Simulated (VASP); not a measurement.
# Pb (P6_3/mmc) in VASP: notebook, part 2 of 2

VASP 6.6.1. Earlier steps stand in the parts before.

### 4 Relaxation of cell and atoms, PBEsol, target pressure 10 GPa, at which the enthalpy is minimised

Contents of INCAR:

```
SYSTEM = Pb
PREC = Accurate
ENCUT = 600
EDIFF = 1E-6
ISMEAR = -1
SIGMA = 0.05
LREAL = .FALSE.
LASPH = .TRUE.
NELM = 60
ALGO = Normal
ISIF = 3
LWAVE = .FALSE.
LCHARG = .FALSE.
GGA = PS
IBRION = 2
NSW = 80
EDIFFG = -0.02
PSTRESS = 100.0
```

Contents of KPOINTS:

```
regular mesh
0
G
  9 9 5
  0 0 0
```

Contents of POSCAR:

```
Pb
1.0
    3.4800000000      0.0000000000      0.0000000000
   -1.7400000000      3.0137684052      0.0000000000
    0.0000000000      0.0000000000      5.5900000000
Pb
2
Direct
    0.6666666667      0.3333333333      0.7500000000
    0.3333333333      0.6666666667      0.2500000000
```

Potentials or basis: VASP PAW PBE potentials, release 64 (Pb_d).

The run is started by

```bash
$ cat potpaw_PBE.64/Pb_d/POTCAR > POTCAR
$ mpirun -np 1 vasp_std > vasp.out
```

OUTCAR:

```text
SYSTEM = Pb
   PREC = Accurate
   ENCUT = 600
   EDIFF = 1E-6
   ISMEAR = -1
   LREAL = .FALSE.
   LASPH = .TRUE.
   NELM = 60
   ISIF = 3
   GGA = PS
   IBRION = 2
   NSW = 80
   EDIFFG = -0.02
   PSTRESS = 100.0

 ion  position               nearest neighbor table
   1  0.667  0.333  0.750-   2 3.44   2 3.44   2 3.44   2 3.44   2 3.44   2 3.44
   2  0.333  0.667  0.250-   1 3.44   1 3.44   1 3.44   1 3.44   1 3.44   1 3.44

  LATTYP: Found a hexagonal cell.
 ALAT       =     3.4800000000
 C/A-ratio  =     1.6063218391

  Lattice vectors:

 A1 = (   3.4800000000,   0.0000000000,   0.0000000000)
 A2 = (  -1.7400000000,   3.0137684052,   0.0000000000)
 A3 = (   0.0000000000,   0.0000000000,   5.5900000000)

Analysis of symmetry for initial positions (statically):
=====================================================================
 Subroutine PRICEL returns:
 Original cell was already a primitive cell.

 Routine SETGRP: Setting up the symmetry group for a
 hexagonal supercell.

 Subroutine GETGRP returns: Found 24 space group operations
 (whereof 12 operations were pure point group operations)
 out of a pool of 24 trial point group operations.

The static configuration has the point symmetry D_3d.
 The point group associated with its full space group is D_6h.

Analysis of symmetry for dynamics (positions and initial velocities):
=====================================================================
 Subroutine PRICEL returns:
 Original cell was already a primitive cell.

 Routine SETGRP: Setting up the symmetry group for a
 hexagonal supercell.

 Subroutine GETGRP returns: Found 24 space group operations
 (whereof 12 operations were pure point group operations)
 out of a pool of 24 trial point group operations.

The dynamic configuration has the point symmetry D_3d.
 The point group associated with its full space group is D_6h.

 Subroutine INISYM returns: Found 24 space group operations
 (whereof 12 operations are pure point group operations),
 and found     1 'primitive' translations

----------------------------------------------------------------------------------------

                                     Primitive cell

[... 115 lines left out ...]
   GGA     = PS    functional components
   LHFCALC =     F    Hartree Fock is set to
   AEXX    =    0.0000 exact exchange contribution
   IVDW    =     0    specifies the selected vdW correction
   LEPSILON=     F    determine dielectric tensor
   LRPA    =     F    only Hartree local field effects (RPA)
 conjugate gradient relaxation of ions
 non-spin polarized calculation
  energy-cutoff  :      600.00
  volume of cell :       58.63
 maximum number of plane-waves:      1971
 NGX is ok and might be reduce to    28
   NGX = 13   NGY = 13   NGZ = 23

--------------------------------------- Ionic step        1  -------------------------------------------

 number of electron      27.9999996 magnetization

 Free energy of the ion-electron system (eV)
  ---------------------------------------------------
  ext. energy  EPLUGINS =         0.00000000
  ---------------------------------------------------
  free energy    TOTEN  =        -7.94616746 eV

  energy without entropy =       -7.93559528  energy(sigma->0) =       -7.94088137

------------------------ aborting loop because EDIFF is reached ----------------------------------------

  FORCE on cell =-STRESS in cart. coord.  units (eV):
  Direction    XX          YY          ZZ          XY          YZ          ZX
  --------------------------------------------------------------------------------------
  -------------------------------------------------------------------------------------
  Total       -0.0734392     -0.0734392      1.3125794     -0.0000000      0.0000000      0.0000000
  in kB       -2.0069548     -2.0069548     35.8703193     -0.0000000      0.0000000      0.0000000
  external PRESSURE =     -89.3811967 kB  Pullay stress =     100.0000000 kB
[... 25 lines left out ...]
--------------------------------------- Ionic step        2  -------------------------------------------

 number of electron      28.0000001 magnetization

 E-fermi :  10.5723     XC(G=0): -11.7694

 val. band max:       10.5637748307   @ k =   0.2222   0.0000   0.4000
 cond. band min:      10.5937660312   @ k =   0.2222   0.2222   0.2000
 fundamental gap:      0.0299912005
 Fermi energy:        10.5722697433

 k-point     1 :       0.0000    0.0000    0.0000
  band No.  band energies     occupation
      1      -6.8385      2.00000
      2      -6.6810      2.00000
      3      -6.6311      2.00000
      4      -6.6311      2.00000
      5      -6.5809      2.00000
      6      -6.5809      2.00000
[... 722 lines left out ...]
--------------------------------------- Ionic step        8  -------------------------------------------

 number of electron      28.0000001 magnetization

 Free energy of the ion-electron system (eV)
  ---------------------------------------------------
  ext. energy  EPLUGINS =         0.00000000
  ---------------------------------------------------
  free energy    TOTEN  =        -7.76011912 eV

  energy without entropy =       -7.74982949  energy(sigma->0) =       -7.75497430

 E-fermi :   8.8648     XC(G=0): -11.1405

 val. band max:        8.8602572400   @ k =   0.3333   0.3333   0.2000
 cond. band min:       8.8951274367   @ k =   0.2222   0.2222   0.2000
 fundamental gap:      0.0348701967
 Fermi energy:         8.8647843616

 k-point     1 :       0.0000    0.0000    0.0000
  band No.  band energies     occupation
      1      -8.2152      2.00000
      2      -8.1514      2.00000
      3      -8.1091      2.00000
      4      -8.1091      2.00000
      5      -8.0776      2.00000
      6      -8.0776      2.00000
[... 528 lines left out ...]
  energy  without entropy=       -7.7498294884  energy(sigma->0) =       -7.75497430

  enthalpy is  TOTEN    =        -4.5374348435 eV   P V=        3.2226842727

 reached required accuracy - stopping structural energy minimisation
```

OSZICAR:

```text
N       E                     dE             d eps       ncg     rms          rms(c)
DAV:   1     0.294093025539E+03    0.29409E+03   -0.15905E+04  1296   0.212E+03
DAV:   2     0.117676611176E+02   -0.28233E+03   -0.27891E+03  1300   0.458E+02
DAV:   3    -0.740016688794E+01   -0.19168E+02   -0.18905E+02  1616   0.149E+02
[... 64 lines left out ...]
DAV:   2    -0.776078739628E+01    0.45400E-02   -0.10023E-02  1450   0.196E+00    0.137E-01
DAV:   3    -0.776010947794E+01    0.67792E-03   -0.30311E-03  1658   0.102E+00    0.114E-02
DAV:   4    -0.776011310059E+01   -0.36226E-05   -0.54907E-05  1334   0.843E-02    0.547E-03
DAV:   5    -0.776011910301E+01   -0.60024E-05   -0.14627E-05  1310   0.344E-02    0.357E-03
DAV:   6    -0.776011911619E+01   -0.13186E-07   -0.64508E-07   782   0.137E-02
   8 F= -.45374348E+01 E0= -.45322900E+01  d E =-.153943E-03
```

CONTCAR:

```text
Pb
   1.00000000000000
     3.2745894828230999   -0.0000000000000000    0.0000000000000000
    -1.6372947414115500    2.8358776791261939   -0.0000000000000000
     0.0000000000000000    0.0000000000000000    5.5601176993974519
  Pb
     2
Direct
     0.6666666667000030    0.3333333332999970    0.7500000000000000
     0.3333333332999970    0.6666666667000030    0.2500000000000000

  0.00000000E+00  0.00000000E+00  0.00000000E+00
  0.00000000E+00  0.00000000E+00  0.00000000E+00
```

It took 76 s on 1 thread of Intel Xeon 6975P-C (Granite Rapids), shared host; peak memory 0.22 GiB.

What came out:

```yaml
Free_energy: -7.7601 eV
Relaxed_volume: 25.82 Å³/atom
Relaxed_cell: a = 3.275 Å, b = 3.275 Å, c = 5.560 Å, α = 90.00°, β = 90.00°, γ = 120.00°
Space_group_after_relaxing_to_0.05_Å: P6_3/mmc (No. 194)
Energy_change_on_relaxing_the_enthalpy_is_what_falls: +93.0 meV/atom
Ionic_steps: 8
Pressure_after_relaxing: 10.0 GPa
Band_gap_on_the_k_mesh: zero (band 14 reaches 16.09 eV, above the bottom of band 15 at 6.68 eV)
```

Step by step:
```csv
step,energy change (eV),largest force (eV/Å),pressure (GPa),volume (Å³)
1,0.0000,0.0000,1.06,58.63
2,0.7869,0.0000,24.23,45.80
3,0.2056,0.0000,10.13,51.53
4,0.2140,0.0000,10.37,51.40
5,0.1986,0.0000,10.29,51.45
6,0.1964,0.0000,10.31,51.47
7,0.1735,0.0000,9.64,51.84
8,0.1860,0.0000,10.00,51.63
```

Final structure:
```xyz
2
Lattice="3.2746 0.0000 0.0000 -1.6373 2.8359 0.0000 0.0000 0.0000 5.5601" Properties=species:S:1:pos:R:3 pbc="T T T"
Pb    1.6373    0.9453    4.1701
Pb    0.0000    1.8906    1.3900
```

Caveat: the cell is relaxed towards a set pressure, so the enthalpy falls and the energy may rise; the PAW data sets were made with another functional, which shifts forces and pressure a little; spin-orbit coupling is left out, which moves the levels of the heavy elements.

### 5 Relaxation of cell and atoms, PBEsol, target pressure 30 GPa, at which the enthalpy is minimised

Contents of INCAR:

```
SYSTEM = Pb
ALGO = Normal
EDIFF = 1E-6
EDIFFG = -0.02
ENCUT = 600
GGA = PS
IBRION = 2
ISIF = 3
ISMEAR = -1
LASPH = .TRUE.
LCHARG = .FALSE.
LREAL = .FALSE.
LWAVE = .FALSE.
NELM = 80
NSW = 80
PREC = Accurate
PSTRESS = 300.0
SIGMA = 0.05
```

Contents of KPOINTS:

```
k-points
0
G
  9 9 5
  0 0 0
```

POSCAR is that of step 4.

The run is started by

```bash
$ cat potpaw_PBE.64/Pb_d/POTCAR > POTCAR
$ mpirun -np 1 vasp_std > vasp.out
```

It took 2 min on 1 thread of Intel Xeon 6975P-C (Granite Rapids), shared host; peak memory 0.21 GiB.

The run converged. Its results:

| Property | Result |
| --- | --- |
| Free energy | -6.8883 eV |
| Relaxed volume | 22.09 Å³/atom |
| Relaxed cell | a = 3.123 Å, b = 3.123 Å, c = 5.233 Å, α = 90.00°, β = 90.00°, γ = 120.00° |
| Space group after relaxing (to 0.05 Å) | P6_3/mmc (No. 194) |
| Energy change on relaxing (the enthalpy is what falls) | +529.0 meV/atom |
| Ionic steps | 11 |
| Pressure after relaxing | 30.0 GPa |
| Band gap on the k mesh | zero (band 14 reaches 19.18 eV, above the bottom of band 15 at 8.43 eV) |

Step by step:
| step | energy change (eV) | largest force (eV/Å) | pressure (GPa) | volume (Å³) |
| --- | --- | --- | --- | --- |
| 1 | 0.0000 | 0.0000 | 1.06 | 58.63 |
| 2 | 18.4798 | 0.0000 | 404.98 | 24.18 |
| 3 | 0.7127 | 0.0000 | 22.18 | 46.40 |
| 4 | 0.8683 | 0.0000 | 25.58 | 45.35 |
| 5 | 1.0896 | 0.0000 | 30.29 | 44.07 |
| 6 | 1.0407 | 0.0000 | 29.25 | 44.33 |
| 7 | 1.0320 | 0.0000 | 29.40 | 44.33 |
| 8 | 1.0322 | 0.0000 | 29.45 | 44.33 |
| 9 | 1.0325 | 0.0000 | 29.47 | 44.33 |
| 10 | 1.1134 | 0.0000 | 31.16 | 43.90 |
| 11 | 1.0579 | 0.0000 | 30.01 | 44.19 |

Final structure:
```
Pb
1.0
     3.12260    0.00000    0.00000
    -1.56130    2.70425    0.00000
     0.00000    0.00000    5.23287
Pb
2
Direct
  0.66667 0.33333 0.75000
  0.33333 0.66667 0.25000
```

Levels at points of the mesh, in eV from the Fermi level:
| k point | band 10 | band 11 | band 12 | band 13 | band 14 | band 15 | band 16 | band 17 | band 18 |
| --- | --- | --- | --- | --- | --- | --- | --- | --- | --- |
| (0.00, 0.00, 0.00) | -16.67 | -14.25 | -8.62 | -5.97 | 8.08 | 8.08 | 9.33 | 9.67 | 10.52 |

Caveat: the cell is relaxed towards a set pressure, so the enthalpy falls and the energy may rise; the volume moved by over 15 % at a fixed basis, so the end points are rough; the PAW data sets were made with another functional, which shifts forces and pressure a little; spin-orbit coupling is left out, which moves the levels of the heavy elements.

### 6 Overview

```tsv
cell	gap on the mesh (eV)	pressure (GPa)
relaxed	none	0.0
relaxed to 5 GPa	none	5.0
relaxed to 10 GPa	none	10.0
relaxed to 30 GPa	none	30.0
```

Alike in all rows: task relaxation of cell and atoms; level PBEsol; potentials or basis VASP PAW PBE potentials, release 64 (Pb_d); no spin polarisation; k mesh 9 × 9 × 5; cutoff (eV) 600; smearing fermi-dirac 0.05 eV.

Caveats: the PAW data sets were made with another functional, which shifts forces and pressure a little; spin-orbit coupling is left out, which moves the levels of the heavy elements; the cell is relaxed towards a set pressure, so the enthalpy falls and the energy may rise (some runs); the volume moved by over 15 % at a fixed basis, so the end points are rough (some runs).

Absolute energies hang on the potentials; compare differences alone.
